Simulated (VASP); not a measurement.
Set up this calculation in VASP 6.6.1, as the native input.

| Property | Result |
| --- | --- |
| Task | single point |
| Functional | r2SCAN |
| Potentials or basis | VASP PAW PBE potentials, release 64 (Ga_d, N) |
| Cutoff | 520 eV |
| k mesh | 10 × 10 × 10 |
| Occupations | gaussian, width 0.05 eV |
| Spin | no spin polarisation |
| Dipole correction | no |
| Further INCAR settings | ALGO = Normal; EDIFF = 1e-06; NBANDS = 16 |

Crystal: GaN.

```xyz
2
Lattice="0.0000 2.3080 2.3080 2.2489 0.0590 2.2489 2.2489 2.2489 0.0590" Properties=species:S:1:pos:R:3 pbc="T T T"
Ga    0.0000    0.0000    0.0000
N     3.3734    3.4620    3.4620
```

This cell differs from its parent crystal: strain +0.0525 x Voigt [0, 0, 0, 1, 0, 0].

These files were run (other wordings do the same):

POSCAR

```
GaN
1.0
    0.0000000000      2.3079713574      2.3079713574
    2.2489367673      0.0590345901      2.2489367673
    2.2489367673      2.2489367673      0.0590345901
Ga N
1 1
Direct
    0.0000000000      0.0000000000      0.0000000000
    0.7500000000      0.7500000000      0.7500000000
```

INCAR.step1

```
ALGO     = Normal         # electronic algorithm
EDIFF    = 1E-4           # SCF threshold, eV
ENCUT    = 520            # plane-wave cutoff, eV
GGA      = PE             # functional
ISMEAR   = 0              # smearing method
LASPH    = True           # aspherical terms in the spheres
LCHARG   = False          # write CHGCAR
LREAL    = False          # projectors in reciprocal space
LWAVE    = True           # write WAVECAR
NBANDS   = 16             # bands
NELM     = 60             # most SCF steps
PREC     = Accurate       # precision mode
SIGMA    = 0.05           # smearing width, eV
```

INCAR.step2

```
ALGO     = Normal         # electronic algorithm
EDIFF    = 1E-6           # SCF threshold, eV
ENCUT    = 520            # plane-wave cutoff, eV
ISIF     = 2              # what is computed and relaxed
ISMEAR   = 0              # smearing method
ISTART   = 1            
LASPH    = True           # aspherical terms in the spheres
LCHARG   = True           # write CHGCAR
LELF     = True           # ELF
LMIXTAU  = True         
LREAL    = False          # projectors in reciprocal space
LVHAR    = True         
LWAVE    = False          # write WAVECAR
METAGGA  = R2SCAN         # meta-GGA
NBANDS   = 16             # bands
NELM     = 60             # most SCF steps
PREC     = Accurate       # precision mode
SIGMA    = 0.05           # smearing width, eV
```

KPOINTS

```
k-points
0
Gamma
  10 10 10
```

Potentials or basis: VASP PAW PBE potentials, release 64 (Ga_d, N).

Command:

```bash
$ cat potpaw_PBE.64/Ga_d/POTCAR potpaw_PBE.64/N/POTCAR > POTCAR
$ cp INCAR.step1 INCAR
$ mpirun -np 1 vasp_std > vasp.out
$ cp INCAR.step2 INCAR
$ mpirun -np 1 vasp_std > vasp.out
```

Results of the run:

```json
{
 "Pressure": "1.7 GPa",
 "Largest force": "0.465 eV/Å",
 "Band gap on the k mesh": "2.00 eV, direct"
}
```

Caveat: the cell differs from its parent crystal (strain +0.0525 x Voigt [0, 0, 0, 1, 0, 0]); the PAW data sets were made with another functional, which shifts forces and pressure a little.

Wall time 3.1 min on 1 thread of Intel(R) Xeon(R) Platinum 8259CL CPU @ 2.50GHz (Skylake/Cascade Lake), with other jobs on the host, peak memory 0.18 GiB.
